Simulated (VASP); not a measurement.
# Re (R-3m) in VASP: notebook

Runs on Re. Level: PBEsol. Tasks: single point.

Everything below comes from runs of VASP 6.6.1. Logs are shortened: lines on timing, memory, paths and dates and some standing lists are left out, and cuts for length are marked.

## 1. The cell of the first run

The structure is trigonal, space group R-3m (No. 166). Conventional cell: a = 2.711 Å, b = 2.711 Å, c = 19.686 Å, α = 90.00°, β = 90.00°, γ = 120.00°. Re (site symmetry -3m) has 12 Re at 2.69 to 2.71 Å within 3.5 Å. Re (site symmetry 3m) has 12 Re at 2.69 to 2.71 Å within 3.5 Å.

## 2. Single point, PBEsol (13.93 Å³/atom)

INCAR

```
SYSTEM = Re
  ALGO = Normal
  EDIFF = 1E-6
  ENCUT = 520
  GGA = PS
  ISIF = 2
  ISMEAR = -1
  LASPH = .True.
  LCHARG = .False.
  LREAL = .False.
  LWAVE = .False.
  NBANDS = 18
  NELM = 100
  PREC = Accurate
  SIGMA = 0.05
```

KPOINTS

```
k-points
0
Gamma
  15 15 15
  0 0 0
```

POSCAR

```
Re
1.0
    1.3556718956      0.7826975339      6.5618634312
   -1.3556718956      0.7826975339      6.5618634312
    0.0000000000     -1.5653950678      6.5618634312
Re
3
Direct
    0.0000000000      0.0000000000      0.0000000000
    0.2221738800      0.2221738800      0.2221738800
    0.7778261200      0.7778261200      0.7778261200
```

Potentials or basis: VASP PAW PBE potentials, release 64 (Re).

Launch:

```bash
$ cat potpaw_PBE.64/Re/POTCAR > POTCAR
$ mpirun -np 1 vasp_std > vasp.out
```

OUTCAR:

```text
SYSTEM = Re
   EDIFF = 1E-6
   ENCUT = 520
   GGA = PS
   ISIF = 2
   ISMEAR = -1
   LASPH = .True.
   LREAL = .False.
   NELM = 100
   PREC = Accurate

 ion  position               nearest neighbor table
   1  0.000  0.000  0.000-   3 2.69   3 2.69   2 2.69   2 2.69   3 2.69   2 2.69
   2  0.222  0.222  0.222-   3 2.69   3 2.69   3 2.69   1 2.69   1 2.69   1 2.69
   3  0.778  0.778  0.778-   2 2.69   2 2.69   2 2.69   1 2.69   1 2.69   1 2.69

  LATTYP: Found a trigonal (rhomboedric) cell.
 ALAT       =     6.7459998079
 COS(alpha) =     0.9192306603

  Lattice vectors:

 A1 = (   1.3556718956,   0.7826975339,   6.5618634312)
 A2 = (  -1.3556718956,   0.7826975339,   6.5618634312)
 A3 = (   0.0000000000,  -1.5653950678,   6.5618634312)

Analysis of symmetry for initial positions (statically):
=====================================================================
 Subroutine PRICEL returns:
 Original cell was already a primitive cell.

 Routine SETGRP: Setting up the symmetry group for a
 trigonal (rhombohedral) supercell.

 Subroutine GETGRP returns: Found 12 space group operations
 (whereof 12 operations were pure point group operations)
 out of a pool of 12 trial point group operations.

The static configuration has the point symmetry D_3d.

Analysis of symmetry for dynamics (positions and initial velocities):
=====================================================================
 Subroutine PRICEL returns:
 Original cell was already a primitive cell.

 Routine SETGRP: Setting up the symmetry group for a
 trigonal (rhombohedral) supercell.

 Subroutine GETGRP returns: Found 12 space group operations
 (whereof 12 operations were pure point group operations)
 out of a pool of 12 trial point group operations.

The dynamic configuration has the point symmetry D_3d.

 Subroutine INISYM returns: Found 12 space group operations
 (whereof 12 operations are pure point group operations),
 and found     1 'primitive' translations

----------------------------------------------------------------------------------------

                                     Primitive cell

  volume of cell :      41.7760

  direct lattice vectors                    reciprocal lattice vectors
     1.355671896  0.782697534  6.561863431     0.368820805  0.212938791  0.050798578
    -1.355671896  0.782697534  6.561863431    -0.368820805  0.212938791  0.050798578
     0.000000000 -1.565395068  6.561863431     0.000000000 -0.425877582  0.050798578

  length of vectors
     6.745999808  6.745999808  6.745999808     0.428896503  0.428896503  0.428896503

  position of ions in fractional coordinates (direct lattice)
     0.000000000  0.000000000  0.000000000
     0.222173880  0.222173880  0.222173880
     0.777826120  0.777826120  0.777826120

  ion indices of the primitive-cell ions
   primitive index   ion index
                 1           1
                 2           2
                 3           3

----------------------------------------------------------------------------------------

 KPOINTS: k-points

Automatic generation of k-mesh.
 Grid dimensions read from file:
 generate k-points for:   15   15   15

 Generating k-lattice:

  Cartesian coordinates                     Fractional coordinates (reciprocal lattice)
     0.024588054  0.014195919  0.003386572     0.066666667 -0.000000000  0.000000000
    -0.024588054  0.014195919  0.003386572    -0.000000000  0.066666667  0.000000000
     0.000000000 -0.028391839  0.003386572     0.000000000  0.000000000  0.066666667

  Length of vectors
     0.028593100  0.028593100  0.028593100

  Shift w.r.t. Gamma in fractional coordinates (k-lattice)
     0.000000000  0.000000000  0.000000000

 Subroutine IBZKPT returns following result:
 ===========================================

 Found    344 irreducible k-points:

 Following reciprocal coordinates:
            Coordinates               Weight
  0.000000  0.000000  0.000000      1.000000
  0.066667  0.000000 -0.000000      6.000000
  0.133333 -0.000000 -0.000000      6.000000
  0.200000  0.000000 -0.000000      6.000000
  0.266667 -0.000000 -0.000000      6.000000
  0.333333  0.000000 -0.000000      6.000000
[... 16 lines left out ...]
  0.133333  0.133333 -0.000000      6.000000
  0.200000  0.133333  0.000000     12.000000
 [... further k-points ...]
   k-points           NKPTS =    344   k-points in BZ     NKDIM =    344   number of bands    NBANDS=     18
   number of dos      NEDOS =    301   number of ions     NIONS =      3
   total plane-waves  NPLWV = 125000
   dimension x,y,z NGX =    50 NGY =   50 NGZ =   50
   dimension x,y,z NGXF=   100 NGYF=  100 NGZF=  100
   ions per type =               3
   NGX,Y,Z   is equivalent  to a cutoff of  12.32, 12.32, 12.32 a.u.
   NGXF,Y,Z  is equivalent  to a cutoff of  24.64, 24.64, 24.64 a.u.
 SYSTEM =  Re
   PREC   = accura    normal or accurate (medium, high low for compatibility)
   ISTART =      0    job   : 0-new  1-cont  2-samecut
   ICHARG =      2    charge: 1-file 2-atom 10-const
   ISPIN  =      1    spin polarized calculation?
   LNONCOLLINEAR =      F non collinear calculations
   LSORBIT =      F    spin-orbit coupling
   LASPH  =      T    aspherical Exc in radial PAW
   ENCUT  =  520.0 eV  38.22 Ry    6.18 a.u.  12.54 12.54 12.54*2*pi/ulx,y,z
   NELM   =    100;   NELMIN=  2; NELMDL= -5     # of ELM steps
   EDIFF  = 0.1E-05   stopping-criterion for ELM
   LREAL  =      F    real-space projection
   EDIFFG = 0.1E-04   stopping-criterion for IOM
   NSW    =      0    number of steps for IOM
   IBRION =     -1    ionic relax: 0-MD 1-quasi-New 2-CG
   NFREE  =      0    steps in history (QN), initial steepest desc. (CG)
   ISIF   =      2    stress and relaxation
   ISYM   =      2    0-nonsym 1-usesym 2-fastsym
   POTIM  = 0.5000    time-step for ionic-motion
   TEBEG  =    0.0;   TEEND  =   0.0 temperature during run
   PSTRESS=    0.0 pullay stress
   NELECT =      21.0000    total number of electrons
   NUPDOWN=      -1.0000    fix difference up-down
   EMIN   =  10.00;   EMAX   =-10.00  energy-range for DOS
   EFERMI =   0.00;   METHOD = LEGACY
   ISMEAR =    -1;   SIGMA  =   0.05  broadening in eV -4-tet -1-fermi 0-gaus
   EFERMI_NEDOS =   21; number of points for ismear=-14 and -15
   IALGO  =     38    algorithm
   IMIX   =      4    mixing-type and parameters
     AMIX     =   0.40;   BMIX     =  1.00
     AMIX_MAG =   1.60;   BMIX_MAG =  1.00
  volume/ion in A,a.u.               =      13.93        93.97
  Fermi-wavevector in a.u.,A,eV,Ry     =   1.301684  2.459826 23.053460  1.694381
  Thomas-Fermi vector in A             =   2.432802
   LORBIT       =      0    0 simple, 1 ext, 2 COOP (PROOUT), +10 PAW based schemes
   GGA     = PS    functional components
   LHFCALC =     F    Hartree Fock is set to
   AEXX    =    0.0000 exact exchange contribution
   IVDW    =     0    specifies the selected vdW correction
   LEPSILON=     F    determine dielectric tensor
   LRPA    =     F    only Hartree local field effects (RPA)
 non-spin polarized calculation
  energy-cutoff  :      520.00
  volume of cell :       41.78
 maximum number of plane-waves:      1142
   NGX = 25   NGY = 25   NGZ = 25

 number of electron      21.0000000 magnetization

 Free energy of the ion-electron system (eV)
  ---------------------------------------------------
  ext. energy  EPLUGINS =         0.00000000
  ---------------------------------------------------
  free energy    TOTEN  =       -39.96804535 eV

  energy without entropy =      -39.94871156  energy(sigma->0) =      -39.95837846

 E-fermi :   8.5031     XC(G=0): -14.1223

 val. band max:        8.5023129722   @ k =   0.4667   0.4667   0.2667
 cond. band min:       8.5048772732   @ k =  -0.3333   0.4000   0.2000
 fundamental gap:      0.0025643010
 Fermi energy:         8.5030806331

 k-point     1 :       0.0000    0.0000    0.0000
  band No.  band energies     occupation
      1      -1.8664      2.00000
      2       1.2537      2.00000
      3       1.3193      2.00000
      4       6.3578      2.00000
      5       6.3578      2.00000
      6       6.6316      2.00000
[... 10 lines left out ...]
     17      11.9545      0.00000
     18      11.9545      0.00000

 k-point     2 :       0.0667    0.0000   -0.0000
  band No.  band energies     occupation
      1      -1.6689      2.00000
      2       1.4363      2.00000
      3       1.5253      2.00000
      4       5.9451      2.00000
      5       6.1211      2.00000
      6       6.3876      2.00000
[... 10 lines left out ...]
     17      11.9534      0.00000
     18      12.2004      0.00000

 k-point     3 :       0.1333   -0.0000   -0.0000
  band No.  band energies     occupation
      1      -1.1039      2.00000
      2       1.9226      2.00000
      3       2.0986      2.00000
      4       5.0997      2.00000
      5       5.4253      2.00000
      6       5.9287      2.00000
[... 10 lines left out ...]
     17      12.0257      0.00000
     18      12.9828      0.00000

 k-point     4 :       0.2000    0.0000   -0.0000
  band No.  band energies     occupation
      1      -0.2625      2.00000
      2       2.4457      2.00000
      3       2.8489      2.00000
      4       4.3253      2.00000
      5       4.7591      2.00000
      6       5.4399      2.00000
[... 375 lines left out ...]
      4       5.4024      2.00000
      5       5.5583      2.00000
      6       6.0655      2.00000
[... 10 lines left out ...]
     17      12.3546      0.00000
     18      12.5402      0.00000

 k-point    23 :       0.1333    0.1333   -0.0000
  band No.  band energies     occupation
      1      -1.0702      2.00000
      2       1.8646      2.00000
      3       2.0818      2.00000
      4       5.1907      2.00000
      5       5.4464      2.00000
      6       5.8754      2.00000
[... 10 lines left out ...]
     17      12.3470      0.00000
     18      12.8905      0.00000

 k-point    24 :       0.2000    0.1333    0.0000
  band No.  band energies     occupation
      1      -0.5267      2.00000
      2       2.2590      2.00000
      3       2.5535      2.00000
      4       4.7418      2.00000
      5       4.9499      2.00000
      6       5.5320      2.00000
[... 10 lines left out ...]
     17      12.6669      0.00000
     18      13.7338      0.00000

 [... further k-points ...]

------------------------ aborting loop because EDIFF is reached ----------------------------------------

  FORCE on cell =-STRESS in cart. coord.  units (eV):
  Direction    XX          YY          ZZ          XY          YZ          ZX
  --------------------------------------------------------------------------------------
  -------------------------------------------------------------------------------------
  Total        5.2553569      5.2553569      4.9690537      0.0000000     -0.0000000      0.0000000
  in kB      201.5513903    201.5513903    190.5712028      0.0000000     -0.0000000      0.0000000
  external PRESSURE =     197.8913278 kB  Pullay stress =       0.0000000 kB

 VOLUME and BASIS-vectors are now :
 -----------------------------------------------------------------------------
  energy-cutoff  :      520.00
  volume of cell :       41.78
      direct lattice vectors                 reciprocal lattice vectors
     1.355671896  0.782697534  6.561863431     0.368820805  0.212938791  0.050798578
    -1.355671896  0.782697534  6.561863431    -0.368820805  0.212938791  0.050798578
     0.000000000 -1.565395068  6.561863431     0.000000000 -0.425877582  0.050798578

 POSITION                                       TOTAL-FORCE (eV/Angst)
 -----------------------------------------------------------------------------------
      0.00000      0.00000      0.00000        -0.000000      0.000000     -0.000000
      0.00000      0.00000      4.37362         0.000000      0.000000     -0.053737
      0.00000      0.00000     15.31197         0.000000      0.000000      0.053737
 -----------------------------------------------------------------------------------
    total drift:                               -0.000000      0.000000     -0.000000

  FREE ENERGIE OF THE ION-ELECTRON SYSTEM (eV)
  ---------------------------------------------------
  free  energy   TOTEN  =       -39.9680453539 eV

  energy  without entropy=      -39.9487115575  energy(sigma->0) =      -39.95837846
```

Run time: 17 min. Hardware: 1 thread of Intel Xeon Platinum 8488C (Sapphire Rapids), shared host; peak memory 0.49 GiB.

Results:

* Free energy: -39.9680 eV
* Pressure: 19.8 GPa
* Largest force: 0.054 eV/Å
* Band gap on the k mesh: zero (an odd number of electrons rules out a gap without spin polarisation)

Forces on the atoms (eV/Å):
```
Re   0.000  0.000  0.000
Re   0.000  0.000 -0.054
Re   0.000  0.000  0.054
```

Caveat: the cell stands under pressure; the PAW data sets were made with another functional, which shifts forces and pressure a little; spin-orbit coupling is left out, which moves the levels of the heavy elements.

(Continued in part 2 of 3.)
